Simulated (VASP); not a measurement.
# C (Fd-3m) in VASP: notebook

C is run at these levels: r2SCAN; tasks: single point.

Program: VASP 6.6.1. These are calculated values, not measurements. Logs are shortened: lines on timing, memory, paths and dates and some standing lists are left out, and cuts for length are marked.

**1. The cell of the first run**

The structure is cubic, space group Fd-3m (No. 227). The conventional cell has a = 3.566 Å, b = 3.566 Å, c = 3.566 Å, α = 90.00°, β = 90.00°, γ = 90.00°. C (site symmetry -43m) has 4 C at 1.54 Å within 2.1 Å.

**2. Single point, r2SCAN**

POSCAR reads:

```
C
1.0
    1.7827980172      1.7827980172      0.0000000000
   -1.7827980172      1.7827980172      0.0000000000
    0.0000000000      1.7827980172      1.7827980172
C
2
Direct
    0.5000000000      0.5000000000      0.0000000000
    0.7500000000      0.2500000000      0.5000000000
```

INCAR.step1 reads:

```
SYSTEM = C
ALGO     = Normal         ! electronic algorithm
EDIFF    = 1E-5           ! SCF threshold, eV
ENCUT    = 1430           ! plane-wave cutoff, eV
GGA      = PE             ! functional
GGA_COMPAT= .FALSE.      
ISMEAR   = 0              ! smearing method
LASPH    = .TRUE.         ! aspherical terms in the spheres
LCHARG   = .FALSE.        ! write CHGCAR
LREAL    = .FALSE.        ! projectors in reciprocal space
LWAVE    = .TRUE.         ! write WAVECAR
NBANDS   = 11             ! bands
NELM     = 120            ! most SCF steps
PREC     = Accurate       ! precision mode
SIGMA    = 0.01           ! smearing width, eV
```

INCAR.step2 reads:

```
SYSTEM = C
ALGO     = Normal         ! electronic algorithm
EDIFF    = 1E-6           ! SCF threshold, eV
ENCUT    = 1430           ! plane-wave cutoff, eV
GGA_COMPAT= .FALSE.      
ISIF     = 2              ! what is computed and relaxed
ISMEAR   = 0              ! smearing method
ISTART   = 1            
LASPH    = .TRUE.         ! aspherical terms in the spheres
LCHARG   = .FALSE.        ! write CHGCAR
LMIXTAU  = .TRUE.       
LREAL    = .FALSE.        ! projectors in reciprocal space
LWAVE    = .FALSE.        ! write WAVECAR
METAGGA  = R2SCAN         ! meta-GGA
NBANDS   = 11             ! bands
NELM     = 120            ! most SCF steps
PREC     = Accurate       ! precision mode
SIGMA    = 0.01           ! smearing width, eV
```

KPOINTS reads:

```
k-points
0
G
  12 12 12
  0 0 0
```

Potentials or basis: VASP PAW PBE potentials, release 64 (C_h).

The run is started by

```sh
$ cat potpaw_PBE.64/C_h/POTCAR > POTCAR
$ cp INCAR.step1 INCAR
$ mpirun -np 1 vasp_std > vasp.out
$ cp INCAR.step2 INCAR
$ mpirun -np 1 vasp_std > vasp.out
```

OUTCAR:

```text
SYSTEM = C
   EDIFF = 1E-6
   ENCUT = 1430
   ISIF = 2
   ISMEAR = 0
   ISTART = 1
   LASPH = .TRUE.
   LREAL = .FALSE.
   METAGGA = R2SCAN
   NELM = 120
   PREC = Accurate

 ion  position               nearest neighbor table
   1  0.500  0.500  0.000-
   2  0.750  0.250  0.500-

  LATTYP: Found a face centered cubic cell.
 ALAT       =     3.5655960344

  Lattice vectors:

 A1 = (   0.0000000000,   1.7827980172,   1.7827980172)
 A2 = (   1.7827980172,   0.0000000000,   1.7827980172)
 A3 = (   1.7827980172,   1.7827980172,   0.0000000000)

Analysis of symmetry for initial positions (statically):
=====================================================================
 Subroutine PRICEL returns:
 Original cell was already a primitive cell.

 Routine SETGRP: Setting up the symmetry group for a
 face centered cubic supercell.

 Subroutine GETGRP returns: Found 48 space group operations
 (whereof 24 operations were pure point group operations)
 out of a pool of 48 trial point group operations.

The static configuration has the point symmetry T_d .
 The point group associated with its full space group is O_h .

Analysis of symmetry for dynamics (positions and initial velocities):
=====================================================================
 Subroutine PRICEL returns:
 Original cell was already a primitive cell.

 Routine SETGRP: Setting up the symmetry group for a
 face centered cubic supercell.

 Subroutine GETGRP returns: Found 48 space group operations
 (whereof 24 operations were pure point group operations)
 out of a pool of 48 trial point group operations.

The dynamic configuration has the point symmetry T_d .
 The point group associated with its full space group is O_h .

 Subroutine INISYM returns: Found 48 space group operations
 (whereof 24 operations are pure point group operations),
 and found     1 'primitive' translations

----------------------------------------------------------------------------------------

                                     Primitive cell

  volume of cell :      11.3328

  direct lattice vectors                    reciprocal lattice vectors
     1.782798017  1.782798017  0.000000000     0.280458019  0.280458019 -0.280458019
    -1.782798017  1.782798017  0.000000000    -0.280458019  0.280458019 -0.280458019
     0.000000000  1.782798017  1.782798017     0.000000000  0.000000000  0.560916038

  length of vectors
     2.521257135  2.521257135  2.521257135     0.485767538  0.485767538  0.560916038

  position of ions in fractional coordinates (direct lattice)
     0.500000000  0.500000000  0.000000000
     0.750000000  0.250000000  0.500000000

  ion indices of the primitive-cell ions
   primitive index   ion index
                 1           1
                 2           2

----------------------------------------------------------------------------------------

 KPOINTS: k-points

Automatic generation of k-mesh.
 Grid dimensions read from file:
 generate k-points for:   12   12   12

 Generating k-lattice:

  Cartesian coordinates                     Fractional coordinates (reciprocal lattice)
     0.023371502  0.023371502 -0.023371502     0.083333333  0.000000000  0.000000000
    -0.023371502  0.023371502 -0.023371502     0.000000000  0.083333333  0.000000000
     0.000000000  0.000000000  0.046743003     0.000000000  0.000000000  0.083333333

  Length of vectors
     0.040480628  0.040480628  0.046743003

  Shift w.r.t. Gamma in fractional coordinates (k-lattice)
     0.000000000  0.000000000  0.000000000

 Subroutine IBZKPT returns following result:
 ===========================================

 Found     72 irreducible k-points:

 Following reciprocal coordinates:
            Coordinates               Weight
  0.000000  0.000000  0.000000      1.000000
  0.083333  0.000000  0.000000      8.000000
  0.166667  0.000000  0.000000      8.000000
  0.250000  0.000000  0.000000      8.000000
  0.333333  0.000000  0.000000      8.000000
  0.416667  0.000000  0.000000      8.000000
[... 16 lines left out ...]
  0.500000  0.166667  0.000000     24.000000
 -0.416667  0.166667  0.000000     24.000000
 [... further k-points ...]
   k-points           NKPTS =     72   k-points in BZ     NKDIM =     72   number of bands    NBANDS=     11
   number of dos      NEDOS =    301   number of ions     NIONS =      2
   total plane-waves  NPLWV =  32768
   dimension x,y,z NGX =    32 NGY =   32 NGZ =   32
   dimension x,y,z NGXF=    64 NGYF=   64 NGZF=   64
   ions per type =               2
   NGX,Y,Z   is equivalent  to a cutoff of  21.10, 21.10, 21.10 a.u.
   NGXF,Y,Z  is equivalent  to a cutoff of  42.20, 42.20, 42.20 a.u.
 SYSTEM =  C
   PREC   = accura    normal or accurate (medium, high low for compatibility)
   ISTART =      1    job   : 0-new  1-cont  2-samecut
   ICHARG =      0    charge: 1-file 2-atom 10-const
   ISPIN  =      1    spin polarized calculation?
   LNONCOLLINEAR =      F non collinear calculations
   LSORBIT =      F    spin-orbit coupling
   LASPH  =      T    aspherical Exc in radial PAW
   ENCUT  = 1430.0 eV 105.10 Ry   10.25 a.u.   7.77  7.77  7.77*2*pi/ulx,y,z
   NELM   =    120;   NELMIN=  2; NELMDL=  0     # of ELM steps
   EDIFF  = 0.1E-05   stopping-criterion for ELM
   LREAL  =      F    real-space projection
   EDIFFG = 0.1E-04   stopping-criterion for IOM
   NSW    =      0    number of steps for IOM
   IBRION =     -1    ionic relax: 0-MD 1-quasi-New 2-CG
   NFREE  =      0    steps in history (QN), initial steepest desc. (CG)
   ISIF   =      2    stress and relaxation
   ISYM   =      2    0-nonsym 1-usesym 2-fastsym
   POTIM  = 0.5000    time-step for ionic-motion
   TEBEG  =    0.0;   TEEND  =   0.0 temperature during run
   PSTRESS=    0.0 pullay stress
   NELECT =       8.0000    total number of electrons
   NUPDOWN=      -1.0000    fix difference up-down
   EMIN   =  10.00;   EMAX   =-10.00  energy-range for DOS
   EFERMI =   0.00;   METHOD = LEGACY
   ISMEAR =     0;   SIGMA  =   0.01  broadening in eV -4-tet -1-fermi 0-gaus
   EFERMI_NEDOS =   21; number of points for ismear=-14 and -15
   IALGO  =     38    algorithm
   IMIX   =      4    mixing-type and parameters
     AMIX     =   0.40;   BMIX     =  1.00
     AMIX_MAG =   1.60;   BMIX_MAG =  1.00
  volume/ion in A,a.u.               =       5.67        38.24
  Fermi-wavevector in a.u.,A,eV,Ry     =   1.457670  2.754598 28.909702  2.124803
  Thomas-Fermi vector in A             =   2.574445
   LORBIT       =      0    0 simple, 1 ext, 2 COOP (PROOUT), +10 PAW based schemes
   METAGGA = R2SCAN    functional components
   LHFCALC =     F    Hartree Fock is set to
   AEXX    =    0.0000 exact exchange contribution
   IVDW    =     0    specifies the selected vdW correction
   LEPSILON=     F    determine dielectric tensor
   LRPA    =     F    only Hartree local field effects (RPA)
 non-spin polarized calculation
 Gauss-broadening in eV      SIGMA  =   0.01
  energy-cutoff  :     1430.00
  volume of cell :       11.33
 maximum number of plane-waves:      1411
   NGX = 15   NGY = 15   NGZ = 15

 number of electron       8.0000000 magnetization

 Free energy of the ion-electron system (eV)
  ---------------------------------------------------
  ext. energy  EPLUGINS =         0.00000000
  ---------------------------------------------------
  free energy    TOTEN  =       -19.72218708 eV

  energy without entropy =      -19.72218708  energy(sigma->0) =      -19.72218708

 E-fermi :  11.0947     XC(G=0): -14.2752

 val. band max:       10.9227911274   @ k =   0.0000   0.0000   0.0000
 cond. band min:      15.2990710351   @ k =  -0.3333   0.3333   0.0000
 fundamental gap:      4.3762799077
 Fermi energy:        11.0946808226

 k-point     1 :       0.0000    0.0000    0.0000
  band No.  band energies     occupation
      1     -11.7596      2.00000
      2      10.9228      2.00000
      3      10.9228      2.00000
      4      10.9228      2.00000
      5      16.8046      0.00000
      6      16.8046      0.00000
      7      16.8046      0.00000
      8      24.7979      0.00000
      9      31.3355      0.00000
     10      38.2855      0.00000
     11      38.2855      0.00000

 k-point     2 :       0.0833    0.0000    0.0000
  band No.  band energies     occupation
      1     -11.5587      2.00000
      2       9.6119      2.00000
      3      10.5799      2.00000
      4      10.5799      2.00000
      5      17.2556      0.00000
      6      17.2556      0.00000
      7      17.5666      0.00000
      8      25.0008      0.00000
      9      31.6810      0.00000
     10      36.2558      0.00000
     11      36.2558      0.00000

 k-point     3 :       0.1667    0.0000    0.0000
  band No.  band energies     occupation
      1     -10.9587      2.00000
      2       6.9248      2.00000
      3       9.8363      2.00000
      4       9.8363      2.00000
      5      18.2344      0.00000
      6      18.2344      0.00000
      7      18.6984      0.00000
      8      25.5855      0.00000
      9      32.4020      0.00000
     10      34.6182      0.00000
     11      34.6182      0.00000

 k-point     4 :       0.2500    0.0000    0.0000
  band No.  band energies     occupation
      1      -9.9690      2.00000
      2       3.9305      2.00000
      3       9.0704      2.00000
      4       9.0704      2.00000
      5      19.1440      0.00000
      6      19.1440      0.00000
      7      19.4425      0.00000
      8      26.3995      0.00000
      9      32.8390      0.00000
     10      34.2126      0.00000
     11      34.2126      0.00000
[... 239 lines left out ...]
 k-point    22 :       0.4167    0.1667    0.0000
  band No.  band energies     occupation
      1      -5.3627      2.00000
      2      -2.2575      2.00000
      3       5.1177      2.00000
      4       7.1253      2.00000
      5      18.8607      0.00000
      6      21.7304      0.00000
      7      22.6761      0.00000
      8      27.3565      0.00000
      9      31.4838      0.00000
     10      36.1898      0.00000
     11      36.9521      0.00000

 k-point    23 :       0.5000    0.1667    0.0000
  band No.  band energies     occupation
      1      -5.7880      2.00000
      2      -1.7415      2.00000
      3       5.6267      2.00000
      4       6.7273      2.00000
      5      18.4008      0.00000
      6      22.2551      0.00000
      7      22.7006      0.00000
      8      26.0847      0.00000
      9      32.2506      0.00000
     10      36.1389      0.00000
     11      38.7762      0.00000

 k-point    24 :      -0.4167    0.1667    0.0000
  band No.  band energies     occupation
      1      -7.4097      2.00000
      2       0.5758      2.00000
      3       6.3803      2.00000
      4       6.6364      2.00000
      5      17.9562      0.00000
      6      22.5535      0.00000
      7      22.5984      0.00000
      8      24.3424      0.00000
      9      33.2556      0.00000
     10      34.6298      0.00000
     11      39.5695      0.00000

 [... further k-points ...]

------------------------ aborting loop because EDIFF is reached ----------------------------------------

  FORCE on cell =-STRESS in cart. coord.  units (eV):
  Direction    XX          YY          ZZ          XY          YZ          ZX
  --------------------------------------------------------------------------------------
  -------------------------------------------------------------------------------------
  Total       -0.1856259     -0.1856259     -0.1856259     -0.0000000     -0.0000000      0.0000000
  in kB      -26.2429580    -26.2429580    -26.2429580     -0.0000000     -0.0000000      0.0000000
  external PRESSURE =     -26.2429580 kB  Pullay stress =       0.0000000 kB

 VOLUME and BASIS-vectors are now :
 -----------------------------------------------------------------------------
  energy-cutoff  :     1430.00
  volume of cell :       11.33
      direct lattice vectors                 reciprocal lattice vectors
     1.782798017  1.782798017  0.000000000     0.280458019  0.280458019 -0.280458019
    -1.782798017  1.782798017  0.000000000    -0.280458019  0.280458019 -0.280458019
     0.000000000  1.782798017  1.782798017     0.000000000  0.000000000  0.560916038

 POSITION                                       TOTAL-FORCE (eV/Angst)
 -----------------------------------------------------------------------------------
      0.00000      1.78280      0.00000        -0.000000      0.000000      0.000000
      0.89140      2.67420      0.89140         0.000000     -0.000000      0.000000
 -----------------------------------------------------------------------------------
    total drift:                                0.000000     -0.000000     -0.000000

  FREE ENERGIE OF THE ION-ELECTRON SYSTEM (eV)
  ---------------------------------------------------
  free  energy   TOTEN  =       -19.7221870842 eV

  energy  without entropy=      -19.7221870842  energy(sigma->0) =      -19.72218708
```

Wall time 65 s (1 thread of Intel Xeon Platinum 8488C (Sapphire Rapids), shared host); peak memory 0.19 GiB.

Results:

* Free energy: -19.7222 eV
* Pressure: -2.6 GPa
* Band gap on the k mesh: 4.38 eV (least direct gap 5.88 eV)

Caveat: the PAW data sets were made with another functional, which shifts forces and pressure a little. A k mesh can miss the band edges.

**3. Single point, r2SCAN**

This run uses another cell than the first one, of 5.59 Å³/atom.

POSCAR reads:

```
C
1.0
    1.7749542756      1.7749542756      0.0000000000
   -1.7749542756      1.7749542756      0.0000000000
    0.0000000000      1.7749542756      1.7749542756
C
2
Direct
    0.5000000000      0.5000000000      0.0000000000
    0.7500000000      0.2500000000      0.5000000000
```

INCAR.step1 reads:

```
SYSTEM = C
  PREC = Accurate
  ENCUT = 1430
  ISMEAR = 0
  SIGMA = 0.01
  LREAL = .FALSE.
  LASPH = .TRUE.
  NELM = 120
  NBANDS = 11
  GGA = PE
  ALGO = Normal
  EDIFF = 1E-5
  LWAVE = .TRUE.
  LCHARG = .FALSE.
  GGA_COMPAT = .FALSE.
```

INCAR.step2 reads:

```
SYSTEM = C
  PREC = Accurate
  ENCUT = 1430
  EDIFF = 1E-6
  ISMEAR = 0
  SIGMA = 0.01
  LREAL = .FALSE.
  LASPH = .TRUE.
  NELM = 120
  ALGO = Normal
  ISIF = 2
  LWAVE = .FALSE.
  LCHARG = .FALSE.
  METAGGA = R2SCAN
  LMIXTAU = .TRUE.
  NBANDS = 11
  ISTART = 1
  GGA_COMPAT = .FALSE.
```

KPOINTS reads:

```
Automatic mesh
0
G
  12 12 12
  0 0 0
```

Potentials or basis: VASP PAW PBE potentials, release 64 (C_h).

The run is started by

```sh
$ cat potpaw_PBE.64/C_h/POTCAR > POTCAR
$ cp INCAR.step1 INCAR
$ mpirun -np 1 vasp_std > vasp.out
$ cp INCAR.step2 INCAR
$ mpirun -np 1 vasp_std > vasp.out
```

It took 47 s on 1 thread of Intel Xeon Platinum 8488C (Sapphire Rapids), shared host; peak memory 0.19 GiB.

It converged, with:

| Quantity | Value |
| --- | --- |
| Free energy | -19.7216 eV |
| Pressure | 3.4 GPa |
| Band gap on the k mesh | 4.41 eV (least direct gap 5.92 eV) |

Levels at points of the mesh, in eV from the valence-band top:
```csv
k point,band 1,band 2,band 3,band 4,band 5,band 6,band 7,band 8,band 9
"(0.00, 0.00, 0.00)",-22.87,0.00,0.00,0.00,5.92,5.92,5.92,14.19,20.60
"(0.50, 0.00, 0.00)",-16.84,-14.18,-3.00,-3.00,8.97,8.97,9.35,16.87,23.42
"(0.50, 0.50, 0.00)",-13.67,-13.67,-6.73,-6.73,5.06,5.06,18.14,18.14,24.91
```

Caveat: the cell stands under pressure; the PAW data sets were made with another functional, which shifts forces and pressure a little.
